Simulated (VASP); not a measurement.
Write the native input for VASP 6.6.1 that does the following.

| Item | Value |
| --- | --- |
| Task | single point |
| Functional | LDA |
| Potentials or basis | VASP PAW LDA potentials, release 64 (K_sv, I) |
| Cutoff | 520 eV |
| k mesh | 6 × 6 × 6 |
| Occupations | gaussian, width 0.05 eV |
| Spin | no spin polarisation |
| Dipole correction | no |
| Further INCAR settings | ALGO = Normal; EDIFF = 1e-06; NBANDS = 15 |

The structure of KI lies in POSCAR:

```
KI
1.0
    0.0000000000      3.5597955000      3.5245500000
    3.5245500000      0.0000000000      3.5245500000
    3.5245500000      3.5597955000      0.0000000000
K I
1 1
Direct
    0.0000000000      0.0000000000      0.0000000000
    0.5000000000      0.5000000000      0.5000000000
```

This cell differs from its parent crystal: strain +0.0100 x Voigt [0, 1, 0, 0, 0, 0].

The input as run:

INCAR

```
SYSTEM = KI
PREC = Accurate
ENCUT = 520
EDIFF = 1E-6
ISMEAR = 0
SIGMA = 0.05
LREAL = .False.
LASPH = .True.
NELM = 60
ALGO = Normal
ISIF = 2
LWAVE = .False.
LCHARG = .False.
NBANDS = 15
```

KPOINTS

```
Automatic mesh
0
Gamma
  6 6 6
  0 0 0
```

Potentials or basis: VASP PAW LDA potentials, release 64 (K_sv, I).

Run with:

```bash
$ cat potpaw_LDA.64/K_sv/POTCAR potpaw_LDA.64/I/POTCAR > POTCAR
$ mpirun -np 1 vasp_std > vasp.out
```

Results of the run:

| Item | Value |
| --- | --- |
| Pressure | -1.3 GPa |
| Band gap on the k mesh | 3.61 eV, direct |

Caveat: the cell differs from its parent crystal (strain +0.0100 x Voigt [0, 1, 0, 0, 0, 0]); spin-orbit coupling is left out, which moves the levels of the heavy elements.

Run time: 22 s on 1 thread of AMD EPYC 9R45 96-Core Processor (Zen 5), on a shared host, peak memory 0.18 GiB.
